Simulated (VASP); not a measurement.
# CdS (Greenockite) (P1) in VASP: notebook

The runs below take CdS (Greenockite) through single point, with LDA.

All numbers are computed with VASP 6.6.1; they aren't measurements. Logs are shortened: lines on timing, memory, paths and dates and some standing lists are left out, and cuts for length are marked.

## (1) The cell of the first run

The typed cell holds 4 atoms: a = 4.150 Å, b = 4.150 Å, c = 6.737 Å, α = 90.00°, β = 90.00°, γ = 120.00°.

## (2) Single point, LDA

Contents of INCAR:

```
SYSTEM = CdS
ALGO = Normal ; EDIFF = 1E-6
ENCUT = 520 ; ISIF = 2
ISMEAR = 0 ; LASPH = .TRUE.
LCHARG = .TRUE. ; LELF = .TRUE.
LREAL = .FALSE. ; LVHAR = .TRUE.
LWAVE = .FALSE. ; NBANDS = 26
NELM = 60 ; PREC = Accurate
SIGMA = 0.01
```

Contents of KPOINTS:

```
k-points
0
G
  6 6 2
  0 0 0
```

Contents of POSCAR:

```
CdS
1.0
    4.1500000000      0.0000000000      0.0000000000
   -2.0750000000      3.5940100000      0.0000000000
    0.0000000000      0.0000000000      6.7370000000
Cd S
2 2
Direct
    0.3339800000      0.6722300000      0.9961400000
    0.6473900000      0.3066000000      0.4931500000
    0.3239900000      0.6518600000      0.3733800000
    0.6562400000      0.3279800000      0.8885649443
```

Potentials or basis: VASP PAW LDA potentials, release 64 (Cd, S).

Run with:

```bash
cat potpaw_LDA.64/Cd/POTCAR potpaw_LDA.64/S/POTCAR > POTCAR
mpirun -np 1 vasp_std > vasp.out
```

OUTCAR:

```text
SYSTEM = CdS
   EDIFF = 1E-6
   ENCUT = 520
   ISIF = 2
   ISMEAR = 0
   LASPH = .TRUE.
   LREAL = .FALSE.
   NELM = 60
   PREC = Accurate

 ion  position               nearest neighbor table
   1  0.334  0.672  0.996-   4 2.47   4 2.50   4 2.54   3 2.54
   2  0.647  0.307  0.493-   3 2.49   3 2.54   3 2.56   4 2.67
   3  0.324  0.652  0.373-   2 2.49   2 2.54   1 2.54   2 2.56
   4  0.656  0.328  0.889-   1 2.47   1 2.50   1 2.54   2 2.67

  LATTYP: Found a hexagonal cell.
 ALAT       =     4.1500000000
 C/A-ratio  =     1.6233734940

  Lattice vectors:

 A1 = (   4.1500000000,   0.0000000000,   0.0000000000)
 A2 = (  -2.0750000000,   3.5940100000,   0.0000000000)
 A3 = (   0.0000000000,   0.0000000000,   6.7370000000)

Analysis of symmetry for initial positions (statically):
=====================================================================
 Subroutine PRICEL returns:
 Original cell was already a primitive cell.

 Routine SETGRP: Setting up the symmetry group for a
 hexagonal supercell.

 Subroutine GETGRP returns: Found  1 space group operations
 (whereof  1 operations were pure point group operations)
 out of a pool of 24 trial point group operations.

The static configuration has the point symmetry C_1 .

Analysis of symmetry for dynamics (positions and initial velocities):
=====================================================================
 Subroutine PRICEL returns:
 Original cell was already a primitive cell.

 Routine SETGRP: Setting up the symmetry group for a
 hexagonal supercell.

 Subroutine GETGRP returns: Found  1 space group operations
 (whereof  1 operations were pure point group operations)
 out of a pool of 24 trial point group operations.

The dynamic configuration has the point symmetry C_1 .

 Subroutine INISYM returns: Found  1 space group operations
 (whereof  1 operations are pure point group operations),
 and found     1 'primitive' translations

----------------------------------------------------------------------------------------

                                     Primitive cell

  volume of cell :     100.4833

  direct lattice vectors                    reciprocal lattice vectors
     4.150000000  0.000000000  0.000000000     0.240963855  0.139120370  0.000000000
    -2.075000000  3.594010000  0.000000000     0.000000000  0.278240739  0.000000000
     0.000000000  0.000000000  6.737000000     0.000000000  0.000000000  0.148434021

[... 86 lines left out ...]
   NELM   =     60;   NELMIN=  2; NELMDL= -5     # of ELM steps
   EDIFF  = 0.1E-05   stopping-criterion for ELM
   LREAL  =      F    real-space projection
   EDIFFG = 0.1E-04   stopping-criterion for IOM
   NSW    =      0    number of steps for IOM
   IBRION =     -1    ionic relax: 0-MD 1-quasi-New 2-CG
   NFREE  =      0    steps in history (QN), initial steepest desc. (CG)
   ISIF   =      2    stress and relaxation
   ISYM   =      2    0-nonsym 1-usesym 2-fastsym
   POTIM  = 0.5000    time-step for ionic-motion
   TEBEG  =    0.0;   TEEND  =   0.0 temperature during run
   PSTRESS=    0.0 pullay stress
   NELECT =      36.0000    total number of electrons
   NUPDOWN=      -1.0000    fix difference up-down
   EMIN   =  10.00;   EMAX   =-10.00  energy-range for DOS
   EFERMI =   0.00;   METHOD = LEGACY
   ISMEAR =     0;   SIGMA  =   0.01  broadening in eV -4-tet -1-fermi 0-gaus
   EFERMI_NEDOS =   21; number of points for ismear=-14 and -15
   IALGO  =     38    algorithm
   IMIX   =      4    mixing-type and parameters
     AMIX     =   0.40;   BMIX     =  1.00
     AMIX_MAG =   1.60;   BMIX_MAG =  1.00
  volume/ion in A,a.u.               =      25.12       169.52
  Fermi-wavevector in a.u.,A,eV,Ry     =   1.162727  2.197235 18.394174  1.351934
  Thomas-Fermi vector in A             =   2.299285
   LORBIT       =      0    0 simple, 1 ext, 2 COOP (PROOUT), +10 PAW based schemes
   GGA     = CA    functional components
   LHFCALC =     F    Hartree Fock is set to
   AEXX    =    0.0000 exact exchange contribution
   IVDW    =     0    specifies the selected vdW correction
   LEPSILON=     F    determine dielectric tensor
   LRPA    =     F    only Hartree local field effects (RPA)
 non-spin polarized calculation
 Gauss-broadening in eV      SIGMA  =   0.01
  energy-cutoff  :      520.00
  volume of cell :      100.48
 maximum number of plane-waves:      2731
   NGX = 15   NGY = 15   NGZ = 25

 number of electron      36.0000001 magnetization

 Free energy of the ion-electron system (eV)
  ---------------------------------------------------
  ext. energy  EPLUGINS =         0.00000000
  ---------------------------------------------------
  free energy    TOTEN  =       -14.72646066 eV

  energy without entropy =      -14.72646066  energy(sigma->0) =      -14.72646066

 E-fermi :   1.1259     XC(G=0):  -9.5214

 val. band max:        1.0290172693   @ k =   0.0000   0.0000   0.0000
 cond. band min:       1.9686909375   @ k =   0.0000   0.0000   0.0000
 fundamental gap:      0.9396736682
 Fermi energy:         1.1258611044

 k-point     1 :       0.0000    0.0000    0.0000
  band No.  band energies     occupation
      1     -11.2797      2.00000
      2     -10.8478      2.00000
      3      -6.7545      2.00000
      4      -6.6982      2.00000
      5      -6.6693      2.00000
      6      -6.6576      2.00000
[... 685 lines left out ...]
     25       8.1273      0.00000
     26       8.2484      0.00000

 [... further k-points ...]

------------------------ aborting loop because EDIFF is reached ----------------------------------------

  FORCE on cell =-STRESS in cart. coord.  units (eV):
  Direction    XX          YY          ZZ          XY          YZ          ZX
  --------------------------------------------------------------------------------------
  -------------------------------------------------------------------------------------
  Total       -1.6570470     -0.8071034     -2.1585456     -0.2293910     -0.0294282     -0.0257436
  in kB      -26.4211352    -12.8690301    -34.4173857     -3.6575732     -0.4692245     -0.4104745
  external PRESSURE =     -24.5691837 kB  Pullay stress =       0.0000000 kB

 VOLUME and BASIS-vectors are now :
 -----------------------------------------------------------------------------
  energy-cutoff  :      520.00
  volume of cell :      100.48
      direct lattice vectors                 reciprocal lattice vectors
     4.150000000  0.000000000  0.000000000     0.240963855  0.139120370  0.000000000
    -2.075000000  3.594010000  0.000000000     0.000000000  0.278240739  0.000000000
     0.000000000  0.000000000  6.737000000     0.000000000  0.000000000  0.148434021

 POSITION                                       TOTAL-FORCE (eV/Angst)
 -----------------------------------------------------------------------------------
     -0.00886      2.41600      6.71100        -0.114231     -0.230318      0.098349
      2.05047      1.10192      3.32235         0.065823      0.235760      0.351746
     -0.00805      2.34279      2.51546        -0.079779     -0.200415      0.207998
      2.04284      1.17876      5.98626         0.128187      0.194972     -0.658093
 -----------------------------------------------------------------------------------
    total drift:                               -0.000281     -0.000065     -0.000695

  FREE ENERGIE OF THE ION-ELECTRON SYSTEM (eV)
  ---------------------------------------------------
  free  energy   TOTEN  =       -14.7264606589 eV

  energy  without entropy=      -14.7264606589  energy(sigma->0) =      -14.72646066
```

Run time: 37 s. Hardware: 1 thread of Intel Xeon 6975P-C (Granite Rapids), shared host; peak memory 0.23 GiB.

What came out:

```
Free energy            : -14.7265 eV
Pressure               : -2.5 GPa
Largest force          : 0.698 eV/Å
Band gap on the k mesh : 0.94 eV, direct
```

Forces in eV/Å, atoms in the order of the input:
```
Cd  -0.114 -0.230  0.098
Cd   0.066  0.236  0.352
S   -0.080 -0.200  0.208
S    0.128  0.195 -0.658
```

Caveat: the k points lie up to 0.47 Å⁻¹ apart. LDA gaps usually lie below the measured ones, often by a third to a half.

## (3) Single point, LDA

Contents of INCAR:

```
SYSTEM = CdS
PREC = Accurate
ENCUT = 520
EDIFF = 1E-6
ISMEAR = 0
SIGMA = 0.01
LREAL = .FALSE.
LASPH = .TRUE.
NELM = 80
ALGO = Normal
ISIF = 2
LWAVE = .FALSE.
LCHARG = .TRUE.
LELF = .TRUE.
LVHAR = .TRUE.
NBANDS = 26
```

Contents of KPOINTS:

```
Automatic mesh
0
G
  6 6 2
  0 0 0
```

Changes to POSCAR since step 2:

```diff
@@ -11,2 +11,2 @@
     0.3239900000      0.6518600000      0.3733800000
-    0.6562400000      0.3279800000      0.8885649443
+    0.6562400000      0.3279800000      0.8838150557
```

Potentials or basis: VASP PAW LDA potentials, release 64 (Cd, S).

Run with:

```bash
cat potpaw_LDA.64/Cd/POTCAR potpaw_LDA.64/S/POTCAR > POTCAR
mpirun -np 1 vasp_std > vasp.out
```

OUTCAR:

```text
SYSTEM = CdS
   PREC = Accurate
   ENCUT = 520
   EDIFF = 1E-6
   ISMEAR = 0
   LREAL = .FALSE.
   LASPH = .TRUE.
   NELM = 80
   ISIF = 2

 ion  position               nearest neighbor table
   1  0.334  0.672  0.996-   4 2.48   4 2.51   3 2.54   4 2.55
   2  0.647  0.307  0.493-   3 2.49   3 2.54   3 2.56   4 2.63
   3  0.324  0.652  0.373-   2 2.49   2 2.54   1 2.54   2 2.56
   4  0.656  0.328  0.884-   1 2.48   1 2.51   1 2.55   2 2.63

  LATTYP: Found a hexagonal cell.
 ALAT       =     4.1500000000
 C/A-ratio  =     1.6233734940

  Lattice vectors:

 A1 = (   4.1500000000,   0.0000000000,   0.0000000000)
 A2 = (  -2.0750000000,   3.5940100000,   0.0000000000)
 A3 = (   0.0000000000,   0.0000000000,   6.7370000000)

Analysis of symmetry for initial positions (statically):
=====================================================================
 Subroutine PRICEL returns:
 Original cell was already a primitive cell.

 Routine SETGRP: Setting up the symmetry group for a
 hexagonal supercell.

 Subroutine GETGRP returns: Found  1 space group operations
 (whereof  1 operations were pure point group operations)
 out of a pool of 24 trial point group operations.

[... 167 lines left out ...]

 val. band max:        1.0278446168   @ k =   0.0000   0.0000   0.0000
 cond. band min:       1.9663666427   @ k =   0.0000   0.0000   0.0000
 fundamental gap:      0.9385220259
 Fermi energy:         1.0750330486

 k-point     1 :       0.0000    0.0000    0.0000
  band No.  band energies     occupation
      1     -11.2759      2.00000
      2     -10.8409      2.00000
      3      -6.7447      2.00000
      4      -6.6877      2.00000
      5      -6.6648      2.00000
      6      -6.6561      2.00000
[... 685 lines left out ...]
     25       8.1410      0.00000
     26       8.2293      0.00000

 [... further k-points ...]

------------------------ aborting loop because EDIFF is reached ----------------------------------------

  FORCE on cell =-STRESS in cart. coord.  units (eV):
  Direction    XX          YY          ZZ          XY          YZ          ZX
  --------------------------------------------------------------------------------------
  -------------------------------------------------------------------------------------
  Total       -1.7574588     -0.9435609     -2.0749356     -0.2204378     -0.0179603     -0.0238912
  in kB      -28.0221733    -15.0448057    -33.0842493     -3.5148177     -0.2863718     -0.3809380
  external PRESSURE =     -25.3837428 kB  Pullay stress =       0.0000000 kB

 VOLUME and BASIS-vectors are now :
 -----------------------------------------------------------------------------
  energy-cutoff  :      520.00
  volume of cell :      100.48
      direct lattice vectors                 reciprocal lattice vectors
     4.150000000  0.000000000  0.000000000     0.240963855  0.139120370  0.000000000
    -2.075000000  3.594010000  0.000000000     0.000000000  0.278240739  0.000000000
     0.000000000  0.000000000  6.737000000     0.000000000  0.000000000  0.148434021

 POSITION                                       TOTAL-FORCE (eV/Angst)
 -----------------------------------------------------------------------------------
     -0.00886      2.41600      6.71100        -0.107999     -0.218322      0.067816
      2.05047      1.10192      3.32235         0.065935      0.233030      0.302803
     -0.00805      2.34279      2.51546        -0.079931     -0.198978      0.129080
      2.04284      1.17876      5.95426         0.121995      0.184270     -0.499699
 -----------------------------------------------------------------------------------
    total drift:                               -0.000282     -0.000067     -0.000512

  FREE ENERGIE OF THE ION-ELECTRON SYSTEM (eV)
  ---------------------------------------------------
  free  energy   TOTEN  =       -14.7450379141 eV

  energy  without entropy=      -14.7450379141  energy(sigma->0) =      -14.74503791
```

OSZICAR:

```text
N       E                     dE             d eps       ncg     rms          rms(c)
DAV:   1     0.249433490337E+03    0.24943E+03   -0.17478E+04  2080   0.127E+03
DAV:   2    -0.160546215544E+01   -0.25104E+03   -0.24139E+03  2250   0.322E+02
DAV:   3    -0.156330662764E+02   -0.14028E+02   -0.13933E+02  2516   0.764E+01
DAV:   4    -0.157810386866E+02   -0.14797E+00   -0.14783E+00  2342   0.754E+00
DAV:   5    -0.157832684106E+02   -0.22297E-02   -0.22295E-02  2498   0.928E-01    0.112E+01
DAV:   6    -0.147945539797E+02    0.98871E+00   -0.17974E+00  2774   0.143E+01    0.870E+00
DAV:   7    -0.147586851709E+02    0.35869E-01   -0.59676E-01  2168   0.424E+00    0.369E+00
DAV:   8    -0.147468831838E+02    0.11802E-01   -0.87258E-02  2174   0.284E+00    0.485E-01
DAV:   9    -0.147451655616E+02    0.17176E-02   -0.14123E-02  2474   0.147E+00    0.130E-01
DAV:  10    -0.147450159674E+02    0.14959E-03   -0.87994E-04  2320   0.308E-01    0.836E-02
DAV:  11    -0.147450261337E+02   -0.10166E-04   -0.93009E-05  2352   0.578E-02    0.879E-02
DAV:  12    -0.147450315950E+02   -0.54613E-05   -0.14087E-05  2232   0.243E-02    0.577E-02
DAV:  13    -0.147450433188E+02   -0.11724E-04   -0.12072E-05  2106   0.221E-02    0.585E-02
DAV:  14    -0.147450405372E+02    0.27817E-05   -0.22421E-06  1498   0.189E-02    0.440E-02
DAV:  15    -0.147450379210E+02    0.26161E-05   -0.70106E-06  2100   0.111E-02    0.657E-03
DAV:  16    -0.147450379141E+02    0.69708E-08   -0.77309E-07  1054   0.536E-03
   1 F= -.14745038E+02 E0= -.14745038E+02  d E =-.167282E-13
```

Run time: 43 s. Hardware: 1 thread of Intel Xeon 6975P-C (Granite Rapids), shared host; peak memory 0.23 GiB.

What came out:

- Free energy: -14.7450 eV
- Pressure: -2.5 GPa
- Largest force: 0.546 eV/Å
- Band gap on the k mesh: 0.94 eV, direct

Forces on the atoms (eV/Å):
```
Cd  -0.108 -0.218  0.068
Cd   0.066  0.233  0.303
S   -0.080 -0.199  0.129
S    0.122  0.184 -0.500
```

Caveat: the k points lie up to 0.47 Å⁻¹ apart.

(Continued in part 2 of 2.)
